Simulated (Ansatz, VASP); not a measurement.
# Two plane-wave programs on SiAs4

File INCAR:

```
SYSTEM = SiAs4
  PREC = Accurate
  ENCUT = 520
  EDIFF = 1E-6
  ISMEAR = 0
  SIGMA = 0.1
  LREAL = .FALSE.
  LASPH = .TRUE.
  NELM = 60
  ALGO = Normal
  ISIF = 2
  LWAVE = .FALSE.
  LCHARG = .TRUE.
  GGA = PE
  LELF = .TRUE.
  LVHAR = .TRUE.
  NBANDS = 20
```

Contents of KPOINTS:

```
Automatic mesh
0
G
  4 4 4
  0 0 0
```

Contents of POSCAR:

```
SiAs4
1.0
    4.9434665000      0.0000000000      0.0000000000
    0.0000000000      4.9434665000      0.0000000000
    0.0000000000      0.0000000000      4.9434665000
Si As
1 4
Direct
    0.0000000000      0.0000000000      0.0000000000
    0.2500000000      0.2500000000      0.2500000000
    0.7500000000      0.7500000000      0.2500000000
    0.2500000000      0.7500000000      0.7500000000
    0.7500000000      0.2500000000      0.7500000000
```

Input for Ansatz:

```yaml
crystal:
  lattice:
    - [4.9434665, 0.0, 0.0]
    - [0.0, 4.9434665, 0.0]
    - [0.0, 0.0, 4.9434665]
  atoms:
    - { symbol: Si, position: [0.0, 0.0, 0.0] }
    - { symbol: As, position: [0.25, 0.25, 0.25] }
    - { symbol: As, position: [0.75, 0.75, 0.25] }
    - { symbol: As, position: [0.25, 0.75, 0.75] }
    - { symbol: As, position: [0.75, 0.25, 0.75] }
basis:
  ecutwfc: 420
kpoints:
  mp_grid: { grid: [4, 4, 4] }
hamiltonian:
  xc: pbe
scf:
  occupations: { method: gaussian, width: 0.1 }
  lower_state_search: "off"
output:
  forces: true
  stress: true
  eigenvalues: true
```

Change from the starting cell: species swapped into the SnI4 type (P-43m, No. 215).

Alike in both runs: task single point; functional PBE; k mesh 4 × 4 × 4; occupations gaussian, width 0.1 eV; no spin polarisation.

```csv
,VASP,Ansatz
version,VASP 6.6.1,Ansatz 0.2.0
potentials or method,"VASP PAW PBE potentials, release 64 (Si, As), cutoff 520 eV","scalar-relativistic, plane waves, PAW"
valence electrons in the cell,24,64
```

|  | VASP | Ansatz | Ansatz less VASP |
| --- | --- | --- | --- |
| gap on the k mesh at the Fermi level (eV) | none | none | - |
| pressure (GPa) | 7.6 | 7.4 | -0.25 |

A gap of «none» marks a metal or a gap that the smearing closes. VASP's potentials hold 24 valence electrons a cell and Ansatz's 64, so a difference there can come from the potentials and not from the codes.
